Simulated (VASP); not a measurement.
Write the native input for VASP 6.6.1 that does the following.

| Item | Value |
| --- | --- |
| Task | single point |
| Functional | PBE |
| Potentials or basis | VASP PAW PBE potentials, release 64 (Li_sv, Ge_d, P) |
| Cutoff | 520 eV |
| k mesh | 6 × 6 × 2 |
| Occupations | gaussian, width 0.1 eV |
| Spin | no spin polarisation |
| Dipole correction | no |
| Further INCAR settings | ALGO = Normal; EDIFF = 1e-07; NBANDS = 32 |

The structure of LiGe2P3 lies in POSCAR:

```
LiGe2P3
1.0
    3.7437330095      0.0000000000      0.0000000000
    0.0000000000      3.7437330095      0.0000000000
    0.0000000000      0.0000000000      7.0294258112
Li Ge P
1 2 3
Direct
    0.0000000000      0.0000000000      0.0000000000
    0.0000000000      0.5000000000      0.6753213232
    0.5000000000      0.0000000000      0.3246786768
    0.0000000000      0.5000000000      0.3003273366
    0.5000000000      0.0000000000      0.6996726634
    0.5000000000      0.5000000000      0.0000000000
```

The input as run:

INCAR

```
SYSTEM = LiGe2P3
  PREC = Accurate
  ENCUT = 520
  EDIFF = 1E-7
  ISMEAR = 0
  SIGMA = 0.1
  LREAL = .FALSE.
  LASPH = .TRUE.
  NELM = 100
  ALGO = Normal
  ISIF = 2
  LWAVE = .FALSE.
  LCHARG = .FALSE.
  GGA = PE
  NBANDS = 32
```

KPOINTS

```
regular mesh
0
G
  6 6 2
  0 0 0
```

Potentials or basis: VASP PAW PBE potentials, release 64 (Li_sv, Ge_d, P).

The run is started by

```console
$ cat potpaw_PBE.64/Li_sv/POTCAR potpaw_PBE.64/Ge_d/POTCAR potpaw_PBE.64/P/POTCAR > POTCAR
$ mpirun -np 1 vasp_std > vasp.out
```

Results of the run:

* Largest force: 0.025 eV/Å
* Band gap on the k mesh: zero (band 23 reaches 8.08 eV, above the bottom of band 24 at 4.84 eV)

Caveat: the k points lie up to 0.45 Å⁻¹ apart.

Run time: 29 s on 1 thread of Intel(R) Xeon(R) 6975P-C (Granite Rapids), on a shared host, peak memory 0.21 GiB.
